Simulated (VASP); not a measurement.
# Ga (C2/c) in VASP: notebook, part 2 of 2

VASP 6.6.1. Earlier steps stand in the parts before.

### Step 3. Electric field gradients, PBEsol

Contents of INCAR:

```
SYSTEM = Ga
  ALGO = Normal
  EDIFF = 1E-8
  ENCUT = 520
  GGA = PS
  ISIF = 2
  ISMEAR = -1
  LASPH = .TRUE.
  LCHARG = .FALSE.
  LEFG = .TRUE.
  LREAL = .FALSE.
  LWAVE = .FALSE.
  NBANDS = 20
  NELM = 80
  PREC = Accurate
  SIGMA = 0.03
```

Contents of KPOINTS:

```
k-points
0
G
  14 14 11
  0 0 0
```

Contents of POSCAR:

```
Ga
1.0
    1.3830000000     -4.0265000000      0.0000000000
    1.3830000000      4.0265000000      0.0000000000
   -0.1174500000      0.0000000000      3.3299300000
Ga
2
Direct
    0.8690000000      0.1310000000      0.2500000000
    0.1310000000      0.8690000000      0.7500000000
```

Potentials or basis: VASP PAW PBE potentials, release 64 (Ga_d).

Launch:

```
cat potpaw_PBE.64/Ga_d/POTCAR > POTCAR
mpirun -np 1 vasp_std > vasp.out
```

OUTCAR:

```text
SYSTEM = Ga
   EDIFF = 1E-8
   ENCUT = 520
   GGA = PS
   ISIF = 2
   ISMEAR = -1
   LASPH = .TRUE.
   LREAL = .FALSE.
   NELM = 80
   PREC = Accurate

 ion  position               nearest neighbor table
   1  0.869  0.131  0.250-   2 2.69   2 2.69   2 2.86   2 2.86   2 2.92   2 2.92
   2  0.131  0.869  0.750-   1 2.69   1 2.69   1 2.86   1 2.86   1 2.92   1 2.92

  LATTYP: Found a base centered monoclinic cell.
 ALAT       =     2.7660000000
 B/A-ratio  =     2.9114244396
 C/A-ratio  =     1.2046278548
 COS(beta)  =    -0.0352490928

[... 769 lines left out ...]
  ---------------------------------------------------
  free  energy   TOTEN  =        -6.6734154117 eV

  energy  without entropy=       -6.6716467805  energy(sigma->0) =       -6.67253110

 Electric field gradients (V/A^2)
---------------------------------------------------------------------
 ion       V_xx      V_yy      V_zz      V_xy      V_xz      V_yz
---------------------------------------------------------------------
   1      -6.382   -18.056    24.438     0.000    -2.424    -0.000
   2      -6.382   -18.056    24.438     0.000    -2.424    -0.000
---------------------------------------------------------------------

 Electric field gradients after diagonalization (V/A^2)
 (convention: |V_zz| > |V_xx| > |V_yy|)
----------------------------------------------------------------------
 ion       V_xx      V_yy      V_zz     asymmetry (V_yy - V_xx)/ V_zz
----------------------------------------------------------------------
   1     -18.056    -6.571    24.628       0.466
   2     -18.056    -6.571    24.628       0.466
----------------------------------------------------------------------

           NMR quadrupolar parameters

 Cq : quadrupolar parameter    Cq=e*Q*V_zz/h
 eta: asymmetry parameters     (V_yy - V_xx)/ V_zz
 Q  : nuclear electric quadrupole moment in mb (millibarn)
----------------------------------------------------------------------
 ion       Cq(MHz)       eta       Q (mb)
----------------------------------------------------------------------
   1       0.060       0.466       1.000
   2       0.060       0.466       1.000
----------------------------------------------------------------------
```

stdout:

```text
POSCAR found type information on POSCAR Ga
 POSCAR found :  1 types and       2 ions
 scaLAPACK will be used
 -----------------------------------------------------------------------------
|                                                                             |
|                                                                             |
|     You enforced a specific xc type in the INCAR file but a different       |
|     I HOPE YOU KNOW WHAT YOU ARE DOING!                                     |
|                                                                             |
 -----------------------------------------------------------------------------

 LDA part: xc-table for (Slater+PW92), standard interpolation
 POSCAR, INCAR and KPOINTS ok, starting setup
 FFT: planning ... GRIDC
 FFT: planning ... GRID_SOFT
 FFT: planning ... GRID
 WAVECAR not read
 entering main loop
ion   1

ion   2
```

Wall time 5.7 min (1 thread of Intel Xeon Platinum 8375C at 2.90GHz (Ice Lake), shared host); peak memory 0.44 GiB.

Results:

```
Free energy                             : -6.6734 eV
Pressure                                : -1.8 GPa
Largest force                           : 0.183 eV/Å
Band gap on the k mesh                  : zero (bands 13 and 14 overlap by 7.99 eV)
Largest electric field gradient by atom : Ga +24.6 V/Å²
```

Forces on the atoms (eV/Å):
```
Ga   0.000  0.183  0.000
Ga   0.000 -0.183  0.000
```

Electric field gradients, principal values (V/Å²):
```csv
atom,least,middle,greatest (by size)
1 Ga,-6.571,-18.056,24.628
2 Ga,-6.571,-18.056,24.628
```

Caveat: without QUAD_EFG the Cq values of the log hold for a quadrupole moment of 1 mb, not for the nuclei; the PAW data sets were made with another functional, which shifts forces and pressure a little.

### Step 4. Electric field gradients, r2SCAN

POSCAR is that of step 3.

Contents of INCAR.step1:

```
ALGO = Normal
EDIFF = 1E-4
ENCUT = 520
GGA = PE
ISMEAR = -1
LASPH = T
LCHARG = F
LREAL = F
LWAVE = T
NBANDS = 20
NELM = 80
PREC = Accurate
SIGMA = 0.03
```

Contents of INCAR.step2:

```
ALGO = Normal
EDIFF = 1E-8
ENCUT = 520
ISIF = 2
ISMEAR = -1
ISTART = 1
LASPH = T
LCHARG = F
LEFG = T
LMIXTAU = T
LREAL = F
LWAVE = F
METAGGA = R2SCAN
NBANDS = 20
NELM = 80
PREC = Accurate
SIGMA = 0.03
```

Contents of KPOINTS:

```
k-points
0
Gamma
  14 14 11
```

Potentials or basis: VASP PAW PBE potentials, release 64 (Ga_d).

Launch:

```
cat potpaw_PBE.64/Ga_d/POTCAR > POTCAR
cp INCAR.step1 INCAR
mpirun -np 1 vasp_std > vasp.out
cp INCAR.step2 INCAR
mpirun -np 1 vasp_std > vasp.out
```

OUTCAR:

```text
EDIFF = 1E-8
   ENCUT = 520
   ISIF = 2
   ISMEAR = -1
   ISTART = 1
   LASPH = T
   LREAL = F
   METAGGA = R2SCAN
   NELM = 80
   PREC = Accurate

 ion  position               nearest neighbor table
   1  0.869  0.131  0.250-   2 2.69   2 2.69   2 2.86   2 2.86   2 2.92   2 2.92
   2  0.131  0.869  0.750-   1 2.69   1 2.69   1 2.86   1 2.86   1 2.92   1 2.92

  LATTYP: Found a base centered monoclinic cell.
 ALAT       =     2.7660000000
 B/A-ratio  =     2.9114244396
 C/A-ratio  =     1.2046278548
 COS(beta)  =    -0.0352490928

[... 769 lines left out ...]
  ---------------------------------------------------
  free  energy   TOTEN  =       -22.7169525151 eV

  energy  without entropy=      -22.7153412440  energy(sigma->0) =      -22.71614688

 Electric field gradients (V/A^2)
---------------------------------------------------------------------
 ion       V_xx      V_yy      V_zz      V_xy      V_xz      V_yz
---------------------------------------------------------------------
   1      -8.173   -20.384    28.558     0.000    -2.580    -0.000
   2      -8.173   -20.384    28.558     0.000    -2.580    -0.000
---------------------------------------------------------------------

 Electric field gradients after diagonalization (V/A^2)
 (convention: |V_zz| > |V_xx| > |V_yy|)
----------------------------------------------------------------------
 ion       V_xx      V_yy      V_zz     asymmetry (V_yy - V_xx)/ V_zz
----------------------------------------------------------------------
   1     -20.384    -8.354    28.738       0.419
   2     -20.384    -8.354    28.738       0.419
----------------------------------------------------------------------

           NMR quadrupolar parameters

 Cq : quadrupolar parameter    Cq=e*Q*V_zz/h
 eta: asymmetry parameters     (V_yy - V_xx)/ V_zz
 Q  : nuclear electric quadrupole moment in mb (millibarn)
----------------------------------------------------------------------
 ion       Cq(MHz)       eta       Q (mb)
----------------------------------------------------------------------
   1       0.069       0.419       1.000
   2       0.069       0.419       1.000
----------------------------------------------------------------------
```

OUTCAR.step1:

```text
EDIFF = 1E-4
   ENCUT = 520
   GGA = PE
   ISMEAR = -1
   LASPH = T
   LREAL = F
[... 775 lines left out ...]
 -----------------------------------------------------------------------------------
      1.35364     -2.97156      0.83248         0.000000      0.191069      0.000000
      1.29491      2.97156      2.49745        -0.000000     -0.191069     -0.000000
 -----------------------------------------------------------------------------------
    total drift:                                0.000000      0.000000     -0.000000

  FREE ENERGIE OF THE ION-ELECTRON SYSTEM (eV)
  ---------------------------------------------------
  free  energy   TOTEN  =        -5.7717381913 eV

  energy  without entropy=       -5.7699835336  energy(sigma->0) =       -5.77086086
```

Run time: 20 min. Hardware: 1 thread of Intel Xeon Platinum 8375C at 2.90GHz (Ice Lake), shared host; peak memory 0.45 GiB.

Results:

```
Free energy                             : -22.7170 eV
Pressure                                : -1.2 GPa
Largest force                           : 0.196 eV/Å
Band gap on the k mesh                  : zero (bands 13 and 14 overlap by 8.31 eV)
Largest electric field gradient by atom : Ga +28.7 V/Å²
```

Forces on the atoms (eV/Å):
```
Ga   0.000  0.196  0.000
Ga   0.000 -0.196  0.000
```

Stress tensor (GPa, compression positive):
```
-1.32  0.00  0.01
 0.00 -1.53  0.00
 0.01  0.00 -0.86
```

Electric field gradients, principal values (V/Å²):
```csv
atom,least,middle,greatest (by size)
1 Ga,-8.354,-20.384,28.738
2 Ga,-8.354,-20.384,28.738
```

Caveat: without QUAD_EFG the Cq values of the log hold for a quadrupole moment of 1 mb, not for the nuclei; the PAW data sets were made with another functional, which shifts forces and pressure a little.

### Step 5. Overview

| level | potentials or basis | gap on the mesh (eV) | pressure (GPa) | largest force (eV/Å) |
| --- | --- | --- | --- | --- |
| LDA | VASP PAW LDA potentials, release 64 (Ga_d) | none | -3.8 | 0.17 |
| PBEsol | VASP PAW PBE potentials, release 64 (Ga_d) | none | -1.8 | 0.18 |
| r2SCAN | VASP PAW PBE potentials, release 64 (Ga_d) | none | -1.2 | 0.20 |

Alike in all rows: task electric field gradients; no spin polarisation; cell as given; k mesh 14 × 14 × 11; cutoff (eV) 520; smearing fermi-dirac 0.03 eV.

Caveats: the PAW data sets were made with another functional, which shifts forces and pressure a little (at least some runs); the cell stands under tension (at least some runs).

Total energies depend on the potentials used, so only differences within one code and one set of settings carry meaning.
